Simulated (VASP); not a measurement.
A run of VASP 6.6.1:

The input INCAR:

```
SYSTEM = Si
PREC = Accurate ; ENCUT = 520
EDIFF = 1E-7 ; ISMEAR = 0
SIGMA = 0.15 ; LREAL = .False.
LASPH = .True. ; NELM = 80
ALGO = Normal ; ISIF = 2
LWAVE = .False. ; LCHARG = .False.
GGA = PS ; NBANDS = 26
```

File KPOINTS:

```
regular mesh
0
Gamma
  10 10 10
  0 0 0
```

File POSCAR:

```
Si
1.0
   -3.2987671023      3.2987671023      3.1433951718
    3.2987671023     -3.2987671023      3.1433951718
    3.2987671023      3.2987671023     -3.1433951718
Si
8
Direct
    0.2047947401      0.2047947401      0.2047947401
    0.5000000000      0.0000000000      0.2952052599
    0.2952052599      0.5000000000      0.0000000000
    0.0000000000      0.2952052599      0.5000000000
    0.7952052599      0.7952052599      0.7952052599
    0.5000000000      0.0000000000      0.7047947401
    0.7047947401      0.5000000000      0.0000000000
    0.0000000000      0.7047947401      0.5000000000
```

Potentials or basis: VASP PAW PBE potentials, release 64 (Si).

The run is started by

```console
$ cat potpaw_PBE.64/Si/POTCAR > POTCAR
$ mpirun -np 1 vasp_std > vasp.out
```

Hardware: 1 thread of Intel Xeon 6975P-C, with other jobs on the host.

Q: Estimate the wall time of this run.

A: Run time: 9.3 min on 1 thread of Intel Xeon 6975P-C, on a shared host, peak memory 0.54 GiB. Counts: scf iterations 14, k points 171.
